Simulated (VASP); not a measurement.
# SrRu2 (P-3m1) in VASP: single point with PBE

Aim: the single point of SrRu2 with PBE.

Program: VASP 6.6.1. These are calculated values, not measurements. Logs are shortened: lines on timing, memory, paths and dates and some standing lists are left out, and cuts for length are marked.

### 1 The cell of the first run

The structure is trigonal, space group P-3m1 (No. 164). The conventional cell has a = 3.559 Å, b = 3.559 Å, c = 7.630 Å, α = 90.00°, β = 90.00°, γ = 120.00°. Sr (site symmetry -3m) has 6 Ru at 3.50 Å and 6 Sr at 3.56 Å within 4.6 Å. Ru (site symmetry 3m) has 9 Ru at 2.84 to 3.56 Å and 3 Sr at 3.50 Å within 3.7 Å.

### 2 Single point, PBE

INCAR reads:

```
  PREC = Accurate
  ENCUT = 520
  EDIFF = 1E-7
  ISMEAR = 0
  SIGMA = 0.1
  LREAL = F
  LASPH = T
  NELM = 80
  ALGO = Normal
  ISIF = 2
  LWAVE = F
  LCHARG = F
  GGA = PE
  NBANDS = 26
```

KPOINTS reads:

```
Automatic mesh
0
Gamma
  6 6 2
```

POSCAR reads:

```
SrRu2
1.0
    3.5593402700      0.0000000000      0.0000000000
   -1.7796701300      3.0824790900      0.0000000000
    0.0000000000      0.0000000000      7.6297743100
Sr Ru
1 2
Direct
    0.0000000000      0.0000000000      0.5000000000
    0.3333333300      0.6666666700      0.8717106800
    0.6666666700      0.3333333300      0.1282893200
```

Potentials or basis: VASP PAW PBE potentials, release 64 (Sr_sv, Ru_pv).

Command:

```sh
cat potpaw_PBE.64/Sr_sv/POTCAR potpaw_PBE.64/Ru_pv/POTCAR > POTCAR
mpirun -np 1 vasp_std > vasp.out
```

OUTCAR:

```text
PREC = Accurate
   ENCUT = 520
   EDIFF = 1E-7
   ISMEAR = 0
   LREAL = F
   LASPH = T
   NELM = 80
   ISIF = 2
   GGA = PE

 ion  position               nearest neighbor table
   1  0.000  0.000  0.500-   2 3.50   3 3.50   2 3.50   3 3.50   3 3.50   2 3.50
   2  0.333  0.667  0.872-   3 2.84   3 2.84   3 2.84   1 3.50   1 3.50   1 3.50
   3  0.667  0.333  0.128-   2 2.84   2 2.84   2 2.84   1 3.50   1 3.50   1 3.50

  LATTYP: Found a hexagonal cell.
 ALAT       =     3.5593402700
 C/A-ratio  =     2.1435922759

  Lattice vectors:

 A1 = (   3.5593402700,   0.0000000000,   0.0000000000)
 A2 = (  -1.7796701300,   3.0824790900,   0.0000000000)
 A3 = (   0.0000000000,   0.0000000000,   7.6297743100)

Analysis of symmetry for initial positions (statically):
=====================================================================
 Subroutine PRICEL returns:
 Original cell was already a primitive cell.

 Routine SETGRP: Setting up the symmetry group for a
 hexagonal supercell.

 Subroutine GETGRP returns: Found 12 space group operations
 (whereof 12 operations were pure point group operations)
 out of a pool of 24 trial point group operations.

The static configuration has the point symmetry D_3d.

Analysis of symmetry for dynamics (positions and initial velocities):
=====================================================================
 Subroutine PRICEL returns:
 Original cell was already a primitive cell.

 Routine SETGRP: Setting up the symmetry group for a
 hexagonal supercell.

 Subroutine GETGRP returns: Found 12 space group operations
 (whereof 12 operations were pure point group operations)
 out of a pool of 24 trial point group operations.

The dynamic configuration has the point symmetry D_3d.

 Subroutine INISYM returns: Found 12 space group operations
 (whereof 12 operations are pure point group operations),
 and found     1 'primitive' translations

----------------------------------------------------------------------------------------

                                     Primitive cell

  volume of cell :      83.7108

  direct lattice vectors                    reciprocal lattice vectors
     3.559340270  0.000000000  0.000000000     0.280950942  0.162207101  0.000000000
    -1.779670130  3.082479090  0.000000000     0.000000000  0.324414204  0.000000000
     0.000000000  0.000000000  7.629774310     0.000000000  0.000000000  0.131065476

  length of vectors
     3.559340270  3.559340264  7.629774310     0.324414203  0.324414204  0.131065476

  position of ions in fractional coordinates (direct lattice)
     0.000000000  0.000000000  0.500000000
     0.333333330  0.666666670  0.871710680
     0.666666670  0.333333330  0.128289320

  ion indices of the primitive-cell ions
   primitive index   ion index
                 1           1
                 2           2
                 3           3

----------------------------------------------------------------------------------------

 KPOINTS: Automatic mesh

Automatic generation of k-mesh.
 Grid dimensions read from file:
 generate k-points for:    6    6    2

 Generating k-lattice:

  Cartesian coordinates                     Fractional coordinates (reciprocal lattice)
     0.046825157  0.027034517  0.000000000     0.166666667 -0.000000000  0.000000000
     0.000000000  0.054069034  0.000000000     0.000000000  0.166666667  0.000000000
     0.000000000  0.000000000  0.065532738     0.000000000  0.000000000  0.500000000

  Length of vectors
     0.054069034  0.054069034  0.065532738

  Shift w.r.t. Gamma in fractional coordinates (k-lattice)
     0.000000000  0.000000000  0.000000000

 Subroutine IBZKPT returns following result:
 ===========================================

 Found     14 irreducible k-points:

 Following reciprocal coordinates:
            Coordinates               Weight
  0.000000  0.000000  0.000000      1.000000
  0.166667  0.000000  0.000000      6.000000
  0.333333 -0.000000  0.000000      6.000000
  0.500000  0.000000  0.000000      3.000000
  0.166667  0.166667  0.000000      6.000000
  0.333333  0.166667  0.000000     12.000000
  0.333333  0.333333  0.000000      2.000000
  0.000000  0.000000  0.500000      1.000000
  0.166667  0.000000  0.500000      6.000000
  0.333333 -0.000000  0.500000      6.000000
  0.500000  0.000000  0.500000      3.000000
  0.166667  0.166667  0.500000      6.000000
  0.333333  0.166667  0.500000     12.000000
  0.333333  0.333333  0.500000      2.000000
   k-points           NKPTS =     14   k-points in BZ     NKDIM =     14   number of bands    NBANDS=     26
   number of dos      NEDOS =    301   number of ions     NIONS =      3
   total plane-waves  NPLWV =  47040
   dimension x,y,z NGX =    28 NGY =   28 NGZ =   60
   dimension x,y,z NGXF=    56 NGYF=   56 NGZF=  120
   ions per type =               1   2
   NGX,Y,Z   is equivalent  to a cutoff of  13.08, 13.08, 13.07 a.u.
   NGXF,Y,Z  is equivalent  to a cutoff of  26.16, 26.16, 26.15 a.u.
 SYSTEM =  unknown system
   PREC   = accura    normal or accurate (medium, high low for compatibility)
   ISTART =      0    job   : 0-new  1-cont  2-samecut
   ICHARG =      2    charge: 1-file 2-atom 10-const
   ISPIN  =      1    spin polarized calculation?
   LNONCOLLINEAR =      F non collinear calculations
   LSORBIT =      F    spin-orbit coupling
   LASPH  =      T    aspherical Exc in radial PAW
   ENCUT  =  520.0 eV  38.22 Ry    6.18 a.u.   6.62  6.62 14.19*2*pi/ulx,y,z
   NELM   =     80;   NELMIN=  2; NELMDL= -5     # of ELM steps
   EDIFF  = 0.1E-06   stopping-criterion for ELM
   LREAL  =      F    real-space projection
   EDIFFG = 0.1E-05   stopping-criterion for IOM
   NSW    =      0    number of steps for IOM
   IBRION =     -1    ionic relax: 0-MD 1-quasi-New 2-CG
   NFREE  =      0    steps in history (QN), initial steepest desc. (CG)
   ISIF   =      2    stress and relaxation
   ISYM   =      2    0-nonsym 1-usesym 2-fastsym
   POTIM  = 0.5000    time-step for ionic-motion
   TEBEG  =    0.0;   TEEND  =   0.0 temperature during run
   PSTRESS=    0.0 pullay stress
   NELECT =      38.0000    total number of electrons
   NUPDOWN=      -1.0000    fix difference up-down
   EMIN   =  10.00;   EMAX   =-10.00  energy-range for DOS
   EFERMI =   0.00;   METHOD = LEGACY
   ISMEAR =     0;   SIGMA  =   0.10  broadening in eV -4-tet -1-fermi 0-gaus
   EFERMI_NEDOS =   21; number of points for ismear=-14 and -15
   IALGO  =     38    algorithm
   IMIX   =      4    mixing-type and parameters
     AMIX     =   0.40;   BMIX     =  1.00
     AMIX_MAG =   1.60;   BMIX_MAG =  1.00
  volume/ion in A,a.u.               =      27.90       188.30
  Fermi-wavevector in a.u.,A,eV,Ry     =   1.258178  2.377613 21.538200  1.583013
  Thomas-Fermi vector in A             =   2.391801
   LORBIT       =      0    0 simple, 1 ext, 2 COOP (PROOUT), +10 PAW based schemes
   GGA     = PE    functional components
   LHFCALC =     F    Hartree Fock is set to
   AEXX    =    0.0000 exact exchange contribution
   IVDW    =     0    specifies the selected vdW correction
   LEPSILON=     F    determine dielectric tensor
   LRPA    =     F    only Hartree local field effects (RPA)
 non-spin polarized calculation
 Gauss-broadening in eV      SIGMA  =   0.10
  energy-cutoff  :      520.00
  volume of cell :       83.71
 maximum number of plane-waves:      2297
 NGX is ok and might be reduce to    28
   NGX = 13   NGY = 13   NGZ = 29

 number of electron      37.9999996 magnetization

 Free energy of the ion-electron system (eV)
  ---------------------------------------------------
  ext. energy  EPLUGINS =         0.00000000
  ---------------------------------------------------
  free energy    TOTEN  =       -15.32838920 eV

  energy without entropy =      -15.28565355  energy(sigma->0) =      -15.30702137

 E-fermi :   4.0889     XC(G=0):  -9.9014

 val. band max:        4.0709380752   @ k =   0.0000   0.0000   0.5000
 cond. band min:       4.0945028549   @ k =   0.5000   0.0000   0.0000
 fundamental gap:      0.0235647797
 Fermi energy:         4.0888520601

 k-point     1 :       0.0000    0.0000    0.0000
  band No.  band energies     occupation
      1     -38.0538      2.00000
      2     -38.0538      2.00000
      3     -38.0195      2.00000
      4     -37.9676      2.00000
      5     -37.9676      2.00000
      6     -37.8247      2.00000
[... 18 lines left out ...]
     25       7.7061      0.00000
     26       7.7061      0.00000

 k-point     2 :       0.1667    0.0000    0.0000
  band No.  band energies     occupation
      1     -38.0667      2.00000
      2     -38.0600      2.00000
      3     -38.0367      2.00000
      4     -37.9658      2.00000
      5     -37.9493      2.00000
      6     -37.8277      2.00000
[... 18 lines left out ...]
     25       7.6387      0.00000
     26       8.3560      0.00000

 k-point     3 :       0.3333   -0.0000    0.0000
  band No.  band energies     occupation
      1     -38.0926      2.00000
      2     -38.0715      2.00000
      3     -38.0614      2.00000
      4     -37.9630      2.00000
      5     -37.9165      2.00000
      6     -37.8401      2.00000
[... 18 lines left out ...]
     25       8.2734      0.00000
     26       9.5346      0.00000

 k-point     4 :       0.5000    0.0000    0.0000
  band No.  band energies     occupation
      1     -38.1051      2.00000
      2     -38.0770      2.00000
      3     -38.0721      2.00000
      4     -37.9620      2.00000
      5     -37.8938      2.00000
      6     -37.8545      2.00000
[... 18 lines left out ...]
     25       7.2172      0.00000
     26       9.5250      0.00000
[... 206 lines left out ...]
      1     -38.0798      2.00000
      2     -38.0771      2.00000
      3     -38.0529      2.00000
      4     -37.9655      2.00000
      5     -37.9245      2.00000
      6     -37.8356      2.00000
[... 18 lines left out ...]
     25       7.0134      0.00000
     26       8.8545      0.00000

 k-point    13 :       0.3333    0.1667    0.5000
  band No.  band energies     occupation
      1     -38.0990      2.00000
      2     -38.0830      2.00000
      3     -38.0700      2.00000
      4     -37.9660      2.00000
      5     -37.8942      2.00000
      6     -37.8523      2.00000
[... 18 lines left out ...]
     25       7.5465      0.00000
     26       8.1099      0.00000

 k-point    14 :       0.3333    0.3333    0.5000
  band No.  band energies     occupation
      1     -38.0997      2.00000
      2     -38.0819      2.00000
      3     -38.0819      2.00000
      4     -37.9694      2.00000
      5     -37.8706      2.00000
      6     -37.8706      2.00000
[... 18 lines left out ...]
     25       7.8576      0.00000
     26       8.8514      0.00000

------------------------ aborting loop because EDIFF is reached ----------------------------------------

  FORCE on cell =-STRESS in cart. coord.  units (eV):
  Direction    XX          YY          ZZ          XY          YZ          ZX
  --------------------------------------------------------------------------------------
  -------------------------------------------------------------------------------------
  Total       -7.4124528     -7.4124528    -10.3587484     -0.0000000      0.0000000      0.0000000
  in kB     -141.8702015   -141.8702011   -198.2606512     -0.0000002      0.0000000      0.0000000
  external PRESSURE =    -160.6670179 kB  Pullay stress =       0.0000000 kB

 VOLUME and BASIS-vectors are now :
 -----------------------------------------------------------------------------
  energy-cutoff  :      520.00
  volume of cell :       83.71
      direct lattice vectors                 reciprocal lattice vectors
     3.559340270  0.000000000  0.000000000     0.280950942  0.162207101  0.000000000
    -1.779670130  3.082479090  0.000000000     0.000000000  0.324414204  0.000000000
     0.000000000  0.000000000  7.629774310     0.000000000  0.000000000  0.131065476

 POSITION                                       TOTAL-FORCE (eV/Angst)
 -----------------------------------------------------------------------------------
      0.00000      0.00000      3.81489        -0.000000      0.000000      0.000000
     -0.00000      2.05499      6.65096         0.000000     -0.000000      1.948077
      1.77967      1.02749      0.97882        -0.000000      0.000000     -1.948077
 -----------------------------------------------------------------------------------
    total drift:                               -0.000000      0.000000      0.000000

  FREE ENERGIE OF THE ION-ELECTRON SYSTEM (eV)
  ---------------------------------------------------
  free  energy   TOTEN  =       -15.3283891968 eV

  energy  without entropy=      -15.2856535511  energy(sigma->0) =      -15.30702137
```

Wall time 18 s (1 thread of Intel Xeon 6975P-C (Granite Rapids), shared host); peak memory 0.21 GiB.

What came out:

* Free energy: -15.3284 eV
* Pressure: -16.1 GPa
* Largest force: 1.948 eV/Å
* Band gap on the k mesh: zero (band 19 reaches 4.17 eV, above the bottom of band 20 at 3.91 eV)

Forces on the atoms (eV/Å):
```
Sr   0.000  0.000  0.000
Ru   0.000  0.000  1.948
Ru   0.000  0.000 -1.948
```

Stress tensor (GPa, compression positive):
```
-14.19   0.00   0.00
  0.00 -14.19   0.00
  0.00   0.00 -19.83
```

Levels at points of the mesh, in eV from the Fermi level:
```csv
k point,band 16,band 17,band 18,band 19,band 20,band 21,band 22,band 23
"(0.00, 0.00, 0.00)",-1.45,-1.45,-0.46,-0.05,-0.05,0.43,0.63,0.63
"(0.50, 0.00, 0.00)",-0.85,-0.32,-0.03,0.01,0.27,0.57,0.75,1.92
"(0.00, 0.00, 0.50)",-1.46,-1.46,-0.35,-0.02,-0.02,0.54,0.54,1.19
"(0.50, 0.00, 0.50)",-0.80,-0.44,-0.03,0.05,0.65,0.67,1.12,1.49
```

Caveat: the k points lie up to 0.41 Å⁻¹ apart; forces of over 1 eV/Å act on the atoms, so gaps and moduli don't describe the material at rest.
